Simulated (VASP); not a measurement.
# HfB2 (P6/mmm) in VASP: notebook, part 2 of 2

VASP 6.6.1. The steps go on from the part before.

## Step 3: Electric field gradients, r2SCAN

This run uses another cell than the first one, of 9.90 Å³/atom, 1.002 times its volume.

POSCAR reads:

```
HfB2
1.0
    3.1400000000      0.0000000000      0.0000000000
   -1.5700000000      2.7193197679      0.0000000000
    0.0000000000      0.0000000000      3.4800000000
Hf B
1 2
Direct
    0.0000000000      0.0000000000      0.0000000000
    0.3333333333      0.6666666667      0.5000000000
    0.6666666667      0.3333333333      0.5000000000
```

INCAR.step1 reads:

```
PREC = Accurate
ENCUT = 520
ISMEAR = 0
SIGMA = 0.05
LREAL = F
LASPH = T
NELM = 60
NBANDS = 15
GGA = PE
ALGO = Normal
EDIFF = 1E-4
LWAVE = T
LCHARG = F
```

INCAR.step2 reads:

```
PREC = Accurate
ENCUT = 520
EDIFF = 1E-8
ISMEAR = 0
SIGMA = 0.05
LREAL = F
LASPH = T
NELM = 60
ALGO = Normal
ISIF = 2
LWAVE = F
LCHARG = F
METAGGA = R2SCAN
LMIXTAU = T
LEFG = T
NBANDS = 15
ISTART = 1
```

KPOINTS reads:

```
Automatic mesh
0
Gamma
  14 14 12
```

Potentials or basis: VASP PAW PBE potentials, release 64 (Hf_pv, B).

On the command line:

```console
$ cat potpaw_PBE.64/Hf_pv/POTCAR potpaw_PBE.64/B/POTCAR > POTCAR
$ cp INCAR.step1 INCAR
$ mpirun -np 1 vasp_std > vasp.out
$ cp INCAR.step2 INCAR
$ mpirun -np 1 vasp_std > vasp.out
```

OUTCAR:

```text
PREC = Accurate
   ENCUT = 520
   EDIFF = 1E-8
   ISMEAR = 0
   LREAL = F
   LASPH = T
   NELM = 60
   ISIF = 2
   METAGGA = R2SCAN
   ISTART = 1

 ion  position               nearest neighbor table
   1  0.000  0.000  0.000-   2 2.51   3 2.51   2 2.51   3 2.51   3 2.51   3 2.51   2 2.51   2 2.51
                             3 2.51   3 2.51   2 2.51   2 2.51
   2  0.333  0.667  0.500-   3 1.81   3 1.81   3 1.81   1 2.51   1 2.51   1 2.51   1 2.51   1 2.51
                             1 2.51
   3  0.667  0.333  0.500-   2 1.81   2 1.81   2 1.81   1 2.51   1 2.51   1 2.51   1 2.51   1 2.51
                             1 2.51

  LATTYP: Found a hexagonal cell.
 ALAT       =     3.1400000000
 C/A-ratio  =     1.1082802548

  Lattice vectors:

 A1 = (   3.1400000000,   0.0000000000,   0.0000000000)
 A2 = (  -1.5700000000,   2.7193197679,   0.0000000000)
 A3 = (   0.0000000000,   0.0000000000,   3.4800000000)

Analysis of symmetry for initial positions (statically):
=====================================================================
 Subroutine PRICEL returns:
 Original cell was already a primitive cell.

 Routine SETGRP: Setting up the symmetry group for a
 hexagonal supercell.

 Subroutine GETGRP returns: Found 24 space group operations
 (whereof 24 operations were pure point group operations)
 out of a pool of 24 trial point group operations.

The static configuration has the point symmetry D_6h.

Analysis of symmetry for dynamics (positions and initial velocities):
=====================================================================
 Subroutine PRICEL returns:
 Original cell was already a primitive cell.

 Routine SETGRP: Setting up the symmetry group for a
 hexagonal supercell.

 Subroutine GETGRP returns: Found 24 space group operations
 (whereof 24 operations were pure point group operations)
 out of a pool of 24 trial point group operations.

The dynamic configuration has the point symmetry D_6h.

 Subroutine INISYM returns: Found 24 space group operations
 (whereof 24 operations are pure point group operations),
 and found     1 'primitive' translations

----------------------------------------------------------------------------------------

                                     Primitive cell

  volume of cell :      29.7146

  direct lattice vectors                    reciprocal lattice vectors
     3.140000000  0.000000000  0.000000000     0.318471338  0.183869512  0.000000000
    -1.570000000  2.719319768  0.000000000     0.000000000  0.367739025  0.000000000
     0.000000000  0.000000000  3.480000000     0.000000000  0.000000000  0.287356322

  length of vectors
     3.140000000  3.140000000  3.480000000     0.367739025  0.367739025  0.287356322

  position of ions in fractional coordinates (direct lattice)
     0.000000000  0.000000000  0.000000000
     0.333333333  0.666666667  0.500000000
     0.666666667  0.333333333  0.500000000

  ion indices of the primitive-cell ions
   primitive index   ion index
                 1           1
                 2           2
                 3           3
[... 95 lines left out ...]
  Thomas-Fermi vector in A             =   2.460838
   LORBIT       =      0    0 simple, 1 ext, 2 COOP (PROOUT), +10 PAW based schemes
   METAGGA = R2SCAN    functional components
   LHFCALC =     F    Hartree Fock is set to
   AEXX    =    0.0000 exact exchange contribution
   IVDW    =     0    specifies the selected vdW correction
   LEPSILON=     F    determine dielectric tensor
   LRPA    =     F    only Hartree local field effects (RPA)
 non-spin polarized calculation
 Gauss-broadening in eV      SIGMA  =   0.05
  energy-cutoff  :      520.00
  volume of cell :       29.71
 maximum number of plane-waves:       818
 NGX is ok and might be reduce to    24
   NGX = 11   NGY = 11   NGZ = 13

 number of electron      15.9999997 magnetization

 Free energy of the ion-electron system (eV)
  ---------------------------------------------------
  ext. energy  EPLUGINS =         0.00000000
  ---------------------------------------------------
  free energy    TOTEN  =       -63.08858067 eV

  energy without entropy =      -63.08826356  energy(sigma->0) =      -63.08842211

 E-fermi :   7.7384     XC(G=0): -13.5482

 val. band max:        7.7296083952   @ k =   0.3571   0.2143   0.0000
 cond. band min:       7.7786049961   @ k =   0.2857   0.2143   0.0000
 fundamental gap:      0.0489966009
 Fermi energy:         7.7383967905

 k-point     1 :       0.0000    0.0000    0.0000
  band No.  band energies     occupation
      1     -24.1621      2.00000
      2     -23.6493      2.00000
      3     -23.6493      2.00000
      4      -6.9613      2.00000
      5       4.6112      2.00000
      6       4.6382      2.00000
      7       4.6641      2.00000
      8       4.6641      2.00000
      9      11.9477      0.00000
     10      11.9477      0.00000
     11      12.6579      0.00000
     12      12.6579      0.00000
     13      12.8166      0.00000
     14      12.8842      0.00000
[... 401 lines left out ...]
      2     -24.1343      2.00000
      3     -24.0062      2.00000
      4      -1.4868      2.00000
      5      -1.3584      2.00000
      6      -0.0438      2.00000
      7       4.5392      2.00000
      8       5.4639      2.00000
      9       8.9088      0.00000
     10       9.8792      0.00000
     11      11.6592      0.00000
     12      16.8658      0.00000
     13      17.9768      0.00000
     14      18.8745      0.00000
     15      19.8497      0.00000

 [... further k-points ...]

------------------------ aborting loop because EDIFF is reached ----------------------------------------

  FORCE on cell =-STRESS in cart. coord.  units (eV):
  Direction    XX          YY          ZZ          XY          YZ          ZX
  --------------------------------------------------------------------------------------
  -------------------------------------------------------------------------------------
  Total       -0.2764870     -0.2764870     -0.1460353      0.0000000      0.0000000     -0.0000000
  in kB      -14.9078888    -14.9078888     -7.8740724      0.0000000      0.0000000     -0.0000000
  external PRESSURE =     -12.5632834 kB  Pullay stress =       0.0000000 kB

 VOLUME and BASIS-vectors are now :
 -----------------------------------------------------------------------------
  energy-cutoff  :      520.00
  volume of cell :       29.71
      direct lattice vectors                 reciprocal lattice vectors
     3.140000000  0.000000000  0.000000000     0.318471338  0.183869512  0.000000000
    -1.570000000  2.719319768  0.000000000     0.000000000  0.367739025  0.000000000
     0.000000000  0.000000000  3.480000000     0.000000000  0.000000000  0.287356322

 POSITION                                       TOTAL-FORCE (eV/Angst)
 -----------------------------------------------------------------------------------
      0.00000      0.00000      0.00000         0.000000     -0.000000      0.000000
     -0.00000      1.81288      1.74000         0.000000     -0.000000     -0.000000
      1.57000      0.90644      1.74000        -0.000000      0.000000      0.000000
 -----------------------------------------------------------------------------------
    total drift:                               -0.000000      0.000000     -0.000000

  FREE ENERGIE OF THE ION-ELECTRON SYSTEM (eV)
  ---------------------------------------------------
  free  energy   TOTEN  =       -63.0885806692 eV

  energy  without entropy=      -63.0882635594  energy(sigma->0) =      -63.08842211

 Electric field gradients (V/A^2)
---------------------------------------------------------------------
 ion       V_xx      V_yy      V_zz      V_xy      V_xz      V_yz
---------------------------------------------------------------------
   1     -37.825   -37.825    75.650    -0.000    -0.000     0.000
   2      -0.777    -0.777     1.554    -0.000     0.000    -0.000
   3      -0.777    -0.777     1.554    -0.000     0.000     0.000
---------------------------------------------------------------------

 Electric field gradients after diagonalization (V/A^2)
 (convention: |V_zz| > |V_xx| > |V_yy|)
----------------------------------------------------------------------
 ion       V_xx      V_yy      V_zz     asymmetry (V_yy - V_xx)/ V_zz
----------------------------------------------------------------------
   1     -37.825   -37.825    75.650       0.000
   2      -0.777    -0.777     1.554       0.000
   3      -0.777    -0.777     1.554       0.000
----------------------------------------------------------------------

           NMR quadrupolar parameters

 Cq : quadrupolar parameter    Cq=e*Q*V_zz/h
 eta: asymmetry parameters     (V_yy - V_xx)/ V_zz
 Q  : nuclear electric quadrupole moment in mb (millibarn)
----------------------------------------------------------------------
 ion       Cq(MHz)       eta       Q (mb)
----------------------------------------------------------------------
   1       0.183       0.000       1.000
   2       0.004       0.000       1.000
   3       0.004       0.000       1.000
----------------------------------------------------------------------
```

OUTCAR.step1:

```text
PREC = Accurate
   ENCUT = 520
   ISMEAR = 0
   LREAL = F
[... 662 lines left out ...]
      0.00000      0.00000      0.00000        -0.000000      0.000000     -0.000000
     -0.00000      1.81288      1.74000         0.000000      0.000000      0.000000
      1.57000      0.90644      1.74000        -0.000000      0.000000     -0.000000
 -----------------------------------------------------------------------------------
    total drift:                               -0.000000      0.000000      0.000000

  FREE ENERGIE OF THE ION-ELECTRON SYSTEM (eV)
  ---------------------------------------------------
  free  energy   TOTEN  =       -26.3999806860 eV

  energy  without entropy=      -26.3995708253  energy(sigma->0) =      -26.39977576
```

OSZICAR.step1:

```text
N       E                     dE             d eps       ncg     rms          rms(c)
DAV:   1     0.283042961287E+02    0.28304E+02   -0.79978E+03  5040   0.101E+03
DAV:   2    -0.272622255366E+02   -0.55567E+02   -0.52048E+02  6623   0.220E+02
DAV:   3    -0.287698669040E+02   -0.15076E+01   -0.15009E+01  6622   0.266E+01
DAV:   4    -0.287761647911E+02   -0.62979E-02   -0.62966E-02  5922   0.210E+00
DAV:   5    -0.287762019900E+02   -0.37199E-04   -0.37199E-04  6513   0.143E-01    0.525E+01
DAV:   6    -0.265151632823E+02    0.22610E+01   -0.27801E+00  6006   0.121E+01    0.385E+01
DAV:   7    -0.264647458582E+02    0.50417E-01   -0.93535E-01  6433   0.706E+00    0.118E+01
DAV:   8    -0.264042704744E+02    0.60475E-01   -0.22961E-01  5859   0.363E+00    0.161E+00
DAV:   9    -0.264001542787E+02    0.41162E-02   -0.18642E-02  5894   0.110E+00    0.382E-01
DAV:  10    -0.263999731250E+02    0.18115E-03   -0.74090E-04  6314   0.228E-01    0.259E-01
DAV:  11    -0.263999806860E+02   -0.75609E-05   -0.51193E-05  3088   0.558E-02
   1 F= -.26399981E+02 E0= -.26399776E+02  d E =-.409861E-03
```

Run time: 2.8 min. Hardware: 1 thread of Intel Xeon Platinum 8488C (Sapphire Rapids), shared host; peak memory 0.2 GiB.

Results:

* Free energy: -63.0886 eV
* Pressure: -1.3 GPa
* Band gap on the k mesh: zero (band 8 reaches 8.55 eV, above the bottom of band 9 at 7.48 eV)

Levels at points of the mesh, in eV from the Fermi level:
```csv
k point,band 5,band 6,band 7,band 8,band 9,band 10,band 11,band 12
"(0.00, 0.00, 0.00)",-3.13,-3.10,-3.07,-3.07,4.21,4.21,4.92,4.92
"(0.50, 0.00, 0.00)",-9.84,-4.39,-3.72,-3.00,2.15,2.84,5.84,5.93
"(0.00, 0.00, 0.50)",-8.87,-1.30,-1.30,0.31,0.31,1.06,1.06,2.39
"(0.50, 0.00, 0.50)",-8.13,-5.28,-4.99,-3.05,4.08,4.40,6.46,7.45
```

Electric field gradients, principal values (V/Å²):
```
atom    least   middle  greatest (by size)
1 Hf  -37.825  -37.825              75.650
 2 B   -0.777   -0.777               1.554
 3 B   -0.777   -0.777               1.554
```

Caveat: without QUAD_EFG the Cq values of the log hold for a quadrupole moment of 1 mb, not for the nuclei; the PAW data sets were made with another functional, which shifts forces and pressure a little; spin-orbit coupling is left out, which moves the levels of the heavy elements.
